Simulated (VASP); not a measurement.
# Cr (P6/mmm) in VASP: a series of runs

The runs below take Cr through relaxation of cell and atoms, single point, with LDA.

Program: VASP 6.6.1. These are calculated values, not measurements. Logs are shortened: lines on timing, memory, paths and dates and some standing lists are left out, and cuts for length are marked.

### Step 1. The cell of the first run

It takes space group P6/mmm (No. 191, hexagonal). Conventional cell: a = 2.177 Å, b = 2.177 Å, c = 1.928 Å, α = 90.00°, β = 90.00°, γ = 120.00°. Cr (site symmetry 6/mmm) has 8 Cr at 1.93 to 2.18 Å within 2.6 Å.

### Step 2. Relaxation of cell and atoms, LDA, collinear spin, ferromagnetic start, target pressure 190 GPa, at which the enthalpy is minimised

File INCAR:

```
SYSTEM = Cr
ALGO = Normal ; EDIFF = 1E-6
EDIFFG = -0.005 ; ENCUT = 600
IBRION = 2 ; ISIF = 3
ISMEAR = -1 ; ISPIN = 2
LASPH = .TRUE. ; LCHARG = .FALSE.
LMAXMIX = 4 ; LORBIT = 11
LREAL = .FALSE. ; LWAVE = .FALSE.
MAGMOM = 2 ; NELM = 150
NSW = 32 ; PREC = Accurate
PSTRESS = 1900.0 ; SIGMA = 0.1
```

File KPOINTS:

```
k-points
0
G
  20 20 19
  0 0 0
```

File POSCAR:

```
Cr
1.0
    2.1765406836      0.0000000000      0.0000000000
   -1.0882703418      1.8849395243      0.0000000000
    0.0000000000      0.0000000000      1.9277370622
Cr
1
Direct
    0.0000000000      0.0000000000      0.0000000000
```

Potentials or basis: VASP PAW LDA potentials, release 64 (Cr_pv).

Command:

```bash
cat potpaw_LDA.64/Cr_pv/POTCAR > POTCAR
mpirun -np 1 vasp_std > vasp.out
```

OUTCAR:

```text
SYSTEM = Cr
   EDIFF = 1E-6
   EDIFFG = -0.005
   ENCUT = 600
   IBRION = 2
   ISIF = 3
   ISMEAR = -1
   ISPIN = 2
   LASPH = .TRUE.
   LORBIT = 11
   LREAL = .FALSE.
   NELM = 150
   NSW = 32
   PREC = Accurate
   PSTRESS = 1900.0

 ion  position               nearest neighbor table
   1  0.000  0.000  0.000-

  LATTYP: Found a hexagonal cell.
 ALAT       =     2.1765406836
 C/A-ratio  =     0.8856885041

  Lattice vectors:

 A1 = (   2.1765406836,   0.0000000000,   0.0000000000)
 A2 = (  -1.0882703418,   1.8849395243,   0.0000000000)
 A3 = (   0.0000000000,   0.0000000000,   1.9277370622)

Analysis of symmetry for initial positions (statically):
=====================================================================
 Subroutine PRICEL returns:
 Original cell was already a primitive cell.

 Routine SETGRP: Setting up the symmetry group for a
 hexagonal supercell.

 Subroutine GETGRP returns: Found 24 space group operations
 (whereof 24 operations were pure point group operations)
 out of a pool of 24 trial point group operations.

The static configuration has the point symmetry D_6h.

Analysis of symmetry for dynamics (positions and initial velocities):
=====================================================================
 Subroutine PRICEL returns:
 Original cell was already a primitive cell.

 Routine SETGRP: Setting up the symmetry group for a
 hexagonal supercell.

 Subroutine GETGRP returns: Found 24 space group operations
 (whereof 24 operations were pure point group operations)
 out of a pool of 24 trial point group operations.

The dynamic configuration has the point symmetry D_6h.

Analysis of structural, dynamic, and magnetic symmetry:
=====================================================================
 Subroutine PRICEL returns:
 Original cell was already a primitive cell.

 Routine SETGRP: Setting up the symmetry group for a
 hexagonal supercell.

 Subroutine GETGRP returns: Found 24 space group operations
 (whereof 24 operations were pure point group operations)
 out of a pool of 24 trial point group operations.

The overall configuration has the point symmetry D_6h.

 Subroutine INISYM returns: Found 24 space group operations
 (whereof 24 operations are pure point group operations),
 and found     1 'primitive' translations

----------------------------------------------------------------------------------------

                                     Primitive cell

  volume of cell :       7.9088

  direct lattice vectors                    reciprocal lattice vectors
     2.176540684  0.000000000  0.000000000     0.459444663  0.265260500  0.000000000
    -1.088270342  1.884939524  0.000000000     0.000000000  0.530520999  0.000000000
     0.000000000  0.000000000  1.927737062     0.000000000  0.000000000  0.518742945

  length of vectors
     2.176540684  2.176540684  1.927737062     0.530520999  0.530520999  0.518742945

  position of ions in fractional coordinates (direct lattice)
     0.000000000  0.000000000  0.000000000

  ion indices of the primitive-cell ions
   primitive index   ion index
                 1           1

----------------------------------------------------------------------------------------

 KPOINTS: k-points

Automatic generation of k-mesh.
 Grid dimensions read from file:
 generate k-points for:   20   20   19

 Generating k-lattice:

  Cartesian coordinates                     Fractional coordinates (reciprocal lattice)
     0.022972233  0.013263025  0.000000000     0.050000000 -0.000000000  0.000000000
     0.000000000  0.026526050  0.000000000     0.000000000  0.050000000  0.000000000
     0.000000000  0.000000000  0.027302260     0.000000000  0.000000000  0.052631579

  Length of vectors
     0.026526050  0.026526050  0.027302260

  Shift w.r.t. Gamma in fractional coordinates (k-lattice)
     0.000000000  0.000000000  0.000000000

 Subroutine IBZKPT returns following result:
 ===========================================

 Found    440 irreducible k-points:

 Following reciprocal coordinates:
            Coordinates               Weight
  0.000000  0.000000  0.000000      1.000000
  0.050000 -0.000000  0.000000      6.000000
  0.100000  0.000000  0.000000      6.000000
  0.150000  0.000000  0.000000      6.000000
  0.200000  0.000000  0.000000      6.000000
  0.250000 -0.000000  0.000000      6.000000
[... 16 lines left out ...]
  0.200000  0.100000  0.000000     12.000000
  0.250000  0.100000  0.000000     12.000000
 [... further k-points ...]
   k-points           NKPTS =    440   k-points in BZ     NKDIM =    440   number of bands    NBANDS=     11
   number of dos      NEDOS =    301   number of ions     NIONS =      1
   total plane-waves  NPLWV =   5184
   dimension x,y,z NGX =    18 NGY =   18 NGZ =   16
   dimension x,y,z NGXF=    36 NGYF=   36 NGZF=   32
   ions per type =               1
   NGX,Y,Z   is equivalent  to a cutoff of  13.75, 13.75, 13.80 a.u.
   NGXF,Y,Z  is equivalent  to a cutoff of  27.50, 27.50, 27.60 a.u.
 SYSTEM =  Cr
   PREC   = accura    normal or accurate (medium, high low for compatibility)
   ISTART =      0    job   : 0-new  1-cont  2-samecut
   ICHARG =      2    charge: 1-file 2-atom 10-const
   ISPIN  =      2    spin polarized calculation?
   LNONCOLLINEAR =      F non collinear calculations
   LSORBIT =      F    spin-orbit coupling
   LASPH  =      T    aspherical Exc in radial PAW
   ENCUT  =  600.0 eV  44.10 Ry    6.64 a.u.   4.35  4.35  3.85*2*pi/ulx,y,z
   NELM   =    150;   NELMIN=  2; NELMDL= -5     # of ELM steps
   EDIFF  = 0.1E-05   stopping-criterion for ELM
   LREAL  =      F    real-space projection
   EDIFFG = -.5E-02   stopping-criterion for IOM
   NSW    =     32    number of steps for IOM
   IBRION =      2    ionic relax: 0-MD 1-quasi-New 2-CG
   NFREE  =      1    steps in history (QN), initial steepest desc. (CG)
   ISIF   =      3    stress and relaxation
   ISYM   =      2    0-nonsym 1-usesym 2-fastsym
   POTIM  = 0.5000    time-step for ionic-motion
   TEBEG  =    0.0;   TEEND  =   0.0 temperature during run
   PSTRESS= 1900.0 pullay stress
   NELECT =      12.0000    total number of electrons
   NUPDOWN=      -1.0000    fix difference up-down
   EMIN   =  10.00;   EMAX   =-10.00  energy-range for DOS
   EFERMI =   0.00;   METHOD = LEGACY
   ISMEAR =    -1;   SIGMA  =   0.10  broadening in eV -4-tet -1-fermi 0-gaus
   EFERMI_NEDOS =   21; number of points for ismear=-14 and -15
   IALGO  =     38    algorithm
   IMIX   =      4    mixing-type and parameters
     AMIX     =   0.40;   BMIX     =  1.00
     AMIX_MAG =   1.60;   BMIX_MAG =  1.00
  volume/ion in A,a.u.               =       7.91        53.37
  Fermi-wavevector in a.u.,A,eV,Ry     =   1.881184  3.554922 48.149014  3.538853
  Thomas-Fermi vector in A             =   2.924620
   LORBIT       =     11    0 simple, 1 ext, 2 COOP (PROOUT), +10 PAW based schemes
   GGA     = CA    functional components
   LHFCALC =     F    Hartree Fock is set to
   AEXX    =    0.0000 exact exchange contribution
   IVDW    =     0    specifies the selected vdW correction
   LEPSILON=     F    determine dielectric tensor
   LRPA    =     F    only Hartree local field effects (RPA)
 conjugate gradient relaxation of ions
 spin polarized calculation
  energy-cutoff  :      600.00
  volume of cell :        7.91
 maximum number of plane-waves:       278
 NGX is ok and might be reduce to    18
   NGX =  9   NGY =  9   NGZ =  7

--------------------------------------- Ionic step        1  -------------------------------------------

 number of electron      12.0000004 magnetization      -0.0002165

 number of electron      12.0000004 magnetization       0.0000482

 Free energy of the ion-electron system (eV)
  ---------------------------------------------------
  ext. energy  EPLUGINS =         0.00000000
  ---------------------------------------------------
  free energy    TOTEN  =        -8.27158488 eV

  energy without entropy =       -8.24393716  energy(sigma->0) =       -8.25776102

------------------------ aborting loop because EDIFF is reached ----------------------------------------

  FORCE on cell =-STRESS in cart. coord.  units (eV):
  Direction    XX          YY          ZZ          XY          YZ          ZX
  --------------------------------------------------------------------------------------
  -------------------------------------------------------------------------------------
  Total        9.6782554      9.6782554     10.6175571      0.0000000      0.0000000      0.0000000
  in kB     1960.6300461   1960.6300460   2150.9146624      0.0000000      0.0000000      0.0000000
  external PRESSURE =     124.0582515 kB  Pullay stress =    1900.0000000 kB
[... 98 lines left out ...]
  energy  without entropy=       -8.4036292497  energy(sigma->0) =       -8.41724386

  enthalpy is  TOTEN    =         1.1002449285 eV   P V=        9.5311034069

[... ionic steps 4 to 12 ...]

--------------------------------------- Ionic step       13  -------------------------------------------

 number of electron      12.0000011 magnetization       0.0000005

 number of electron      12.0000011 magnetization      -0.0000005
[... 75 lines left out ...]
 number of electron      12.0000011 magnetization       0.0000009

 number of electron      12.0000011 magnetization      -0.0000008

 Free energy of the ion-electron system (eV)
  ---------------------------------------------------
  ext. energy  EPLUGINS =         0.00000000
  ---------------------------------------------------
  free energy    TOTEN  =        -8.39336100 eV

  energy without entropy =       -8.36666197  energy(sigma->0) =       -8.38001149

 E-fermi :  16.9128     XC(G=0): -16.1836

 val. band max:       16.9073309722   @ k =   0.2500   0.2500   0.2632
 cond. band min:      16.9143864681   @ k =   0.2500   0.1000   0.3158
 fundamental gap:      0.0070554959
 Fermi energy:        16.9127593163

 spin component 1

 k-point     1 :       0.0000    0.0000    0.0000
  band No.  band energies     occupation
      1     -24.5292      1.00000
      2     -24.5292      1.00000
      3     -23.9154      1.00000
      4       8.4566      1.00000
      5      11.4357      1.00000
      6      15.6218      1.00000
      7      15.6218      1.00000
      8      21.5890      0.00000
      9      21.5890      0.00000
     10      23.1962      0.00000
     11      38.2215      0.00000
[... 310 lines left out ...]
  band No.  band energies     occupation
      1     -26.5271      1.00000
      2     -25.0949      1.00000
      3     -23.6994      1.00000
      4      11.5984      1.00000
      5      12.5635      1.00000
      6      14.5971      1.00000
      7      19.4931      0.00000
      8      19.7808      0.00000
      9      21.0410      0.00000
     10      23.1961      0.00000
     11      35.5215      0.00000

 [... further k-points ...]

 spin component 2

 k-point     1 :       0.0000    0.0000    0.0000
  band No.  band energies     occupation
      1     -24.5292      1.00000
      2     -24.5292      1.00000
      3     -23.9154      1.00000
      4       8.4566      1.00000
      5      11.4357      1.00000
      6      15.6218      1.00000
      7      15.6218      1.00000
      8      21.5890      0.00000
      9      21.5890      0.00000
     10      23.1962      0.00000
     11      38.2215      0.00000
[... 354 lines left out ...]
  energy  without entropy=       -8.3666619746  energy(sigma->0) =       -8.38001149

  enthalpy is  TOTEN    =         1.0991797583 eV   P V=        9.4925407572

 reached required accuracy - stopping structural energy minimisation

 total charge

# of ion       s       p       d       tot
------------------------------------------
    1        0.540   6.581   5.140  12.261

 magnetization (x)

# of ion       s       p       d       tot
------------------------------------------
    1        0.000  -0.000   0.000   0.000
```

It took 6 min on 1 thread of Intel Xeon Platinum 8488C (Sapphire Rapids), shared host; peak memory 0.21 GiB.

What came out:

```
Free energy                                            : -8.3934 eV
Relaxed volume                                         : 8.00 Å³/atom
Relaxed cell                                           : a = 2.175 Å, b = 2.175 Å, c = 1.954 Å, α = 90.00°, β = 90.00°, γ = 120.00°
Space group after relaxing (to 0.05 Å)                 : P6/mmm (No. 191)
Energy change on relaxing (the enthalpy is what falls) : -121.8 meV/atom
Ionic steps                                            : 15
Pressure after relaxing                                : 190.0 GPa
Band gap on the k mesh                                 : zero (filled and empty bands overlap)
Net moment                                             : 0.00 μB per cell
```

Step by step:
```csv
step,energy change (eV),largest force (eV/Å),pressure (GPa),volume (Å³)
1,0.0000,0.0000,202.41,7.91
2,-0.7124,0.0000,128.00,8.63
3,-0.1593,0.0000,186.69,8.04
4,-0.1517,0.0000,187.45,8.03
5,-0.0609,0.0000,194.76,7.96
6,-0.1202,0.0000,190.10,8.00
7,-0.1196,0.0000,190.19,8.00
8,-0.1273,0.0000,189.34,8.01
9,-0.1211,0.0000,190.00,8.00
10,-0.1207,0.0000,190.00,8.00
11,-0.1201,0.0000,190.06,8.00
12,-0.1237,0.0000,189.76,8.01
13,-0.1214,0.0000,190.10,8.00
14,-0.1235,0.0000,189.67,8.01
15,-0.1218,0.0000,189.99,8.00
```

Final structure:
```yaml
crystal:
  lattice:
    - [2.17475, 0.00000, 0.00000]
    - [-1.08737, 1.88338, 0.00000]
    - [0.00000, 0.00000, 1.95430]
  atoms:
    - { symbol: Cr, position: [0.00000, 0.00000, 0.00000] }
```

Caveat: the starting moments collapsed, and a magnetic state may lie lower; the cell is relaxed towards a set pressure, so the enthalpy falls and the energy may rise.

### Step 3. Single point, LDA, collinear spin, ferromagnetic start

File INCAR:

```
SYSTEM = Cr
ALGO     = Normal         ! electronic algorithm
EDIFF    = 1E-6           ! SCF threshold, eV
ENCUT    = 520            ! plane-wave cutoff, eV
GGA      = CA             ! functional
ISIF     = 2              ! what is computed and relaxed
ISMEAR   = -1             ! smearing method
ISPIN    = 2              ! spin polarisation
LASPH    = .TRUE.         ! aspherical terms in the spheres
LCHARG   = .FALSE.        ! write CHGCAR
LMAXMIX  = 4              ! l up to which the mixer works
LORBIT   = 11             ! projections on sites
LREAL    = .FALSE.        ! projectors in reciprocal space
LWAVE    = .FALSE.        ! write WAVECAR
MAGMOM   = 2              ! initial moments
NBANDS   = 16             ! bands
NELM     = 150            ! most SCF steps
PREC     = Accurate       ! precision mode
SIGMA    = 0.1            ! smearing width, eV
```

KPOINTS is that of step 2.

POSCAR: that of step 2 with these lines changed.

```diff
@@ -2,3 +2,3 @@
 1.0
-    2.1765406836      0.0000000000      0.0000000000
+    2.1765406835      0.0000000000      0.0000000000
    -1.0882703418      1.8849395243      0.0000000000
```

Potentials or basis: VASP PAW LDA potentials, release 64 (Cr_pv).

Command:

```bash
cat potpaw_LDA.64/Cr_pv/POTCAR > POTCAR
mpirun -np 1 vasp_std > vasp.out
```

It took 59 s on 1 thread of Intel Xeon Platinum 8259CL at 2.50GHz (Skylake/Cascade Lake), shared host; peak memory 0.18 GiB.

The run converged. Its results:

* Free energy: -8.2710 eV
* Pressure: 202.2 GPa
* Band gap on the k mesh: zero (filled and empty bands overlap)
* Net moment: 0.00 μB per cell

Stress tensor (GPa, compression positive):
```
195.84   0.00   0.00
  0.00 195.84   0.00
  0.00   0.00 214.88
```

Levels at points of the mesh, in eV from the Fermi level:
Spin up:
```tsv
k point	band 3	band 4	band 5	band 6	band 7	band 8	band 9	band 10
(0.00, 0.00, 0.00)	-40.62	-8.46	-5.52	-1.33	-1.33	4.85	4.85	6.34
(0.50, 0.00, 0.00)	-40.32	-6.71	-3.66	1.75	1.94	4.26	4.55	6.34
```
Spin down:
| k point | band 2 | band 3 | band 4 | band 5 | band 6 | band 7 | band 8 | band 9 | band 10 | band 11 |
| --- | --- | --- | --- | --- | --- | --- | --- | --- | --- | --- |
| (0.00, 0.00, 0.00) | -41.45 | -40.62 | -8.46 | -5.52 | -1.33 | -1.33 | 4.85 | 4.85 | 6.34 | 21.15 |
| (0.50, 0.00, 0.00) | -42.09 | -40.32 | -6.71 | -3.66 | 1.75 | 1.94 | 4.26 | 4.55 | 6.34 | 14.12 |

Caveat: the starting moments collapsed, and a magnetic state may lie lower.

(Continued in part 2 of 2.)
